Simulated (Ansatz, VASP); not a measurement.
## One calculation of Si, two programs

File INCAR:

```
SYSTEM = Si
PREC = Accurate
ENCUT = 520
EDIFF = 1E-6
ISMEAR = 0
SIGMA = 0.1
LREAL = .FALSE.
LASPH = .TRUE.
NELM = 60
ALGO = Normal
ISIF = 2
LWAVE = .FALSE.
LCHARG = .FALSE.
GGA = PE
NBANDS = 8
```

File KPOINTS:

```
regular mesh
0
G
  8 8 6
  0 0 0
```

File POSCAR:

```
Si
1.0
    1.3306411698     -2.2506428131      0.0000000000
    1.3306411698      2.2506428131      0.0000000000
    0.0000000000      0.0000000000      2.4987454142
Si
1
Direct
    0.0000000000      0.0000000000      0.5000000000
```

Input for Ansatz:

```yaml
crystal:
  lattice:
    - [1.3306411698, -2.2506428131, 0.0]
    - [1.3306411698, 2.2506428131, 0.0]
    - [0.0, 0.0, 2.4987454142]
  atoms:
    - { symbol: Si, position: [0.0, 0.0, 0.5] }
basis:
  ecutwfc: 420
kpoints:
  mp_grid: { grid: [8, 8, 6] }
hamiltonian:
  xc: pbe
scf:
  occupations: { method: gaussian, width: 0.1 }
  lower_state_search: "off"
output:
  forces: true
  stress: true
  eigenvalues: true
```

Change from the starting cell: the structure that the rattled cell fell into.

Alike in both runs: task single point; functional PBE; k mesh 8 × 8 × 6; occupations gaussian, width 0.1 eV; no spin polarisation.

|  | VASP | Ansatz |
| --- | --- | --- |
| version | VASP 6.6.1 | Ansatz 0.2.0 |
| potentials or method | VASP PAW PBE potentials, release 64 (Si), cutoff 520 eV | scalar-relativistic, plane waves, PAW |
| valence electrons in the cell | 4 | 4 |

VASP gave:

```
gap on the k mesh at the Fermi level (eV)                     : none
pressure (GPa)                                                : 0.7
traceless stress, the component that is largest in VASP (GPa) : -5.81
```

Task: Estimate Ansatz's values.

Result: gap on the k mesh at the Fermi level (eV): none; pressure (GPa): 0.8; traceless stress, the component that is largest in VASP (GPa): -5.78.

A gap of «none» marks a metal or a gap that the smearing closes.

The k mesh is coarse, so the values compare programs but aren't converged.
